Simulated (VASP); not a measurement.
Here is a VASP 6.6.1 calculation.

Contents of INCAR:

```
  PREC = Accurate
  ENCUT = 520
  EDIFF = 1E-6
  ISMEAR = -1
  SIGMA = 0.1
  LREAL = F
  LASPH = T
  NELM = 60
  ALGO = Normal
  ISIF = 2
  LWAVE = F
  LCHARG = F
  NBANDS = 10
```

Contents of KPOINTS:

```
regular mesh
0
Gamma
  9 9 9
```

Contents of POSCAR:

```
Cs
1.0
    0.0000000000      3.6842827754      3.6842827754
    3.6842827754      0.0000000000      3.6842827754
    3.6842827754      3.6842827754      0.0000000000
Cs
1
Direct
    0.0000000000      0.0000000000      0.0000000000
```

Potentials or basis: VASP PAW LDA potentials, release 64 (Cs_sv).

Launch:

```console
$ cat potpaw_LDA.64/Cs_sv/POTCAR > POTCAR
$ mpirun -np 1 vasp_std > vasp.out
```

(1) What does it give for the pressure?

Answers

(1) -0.1 GPa.
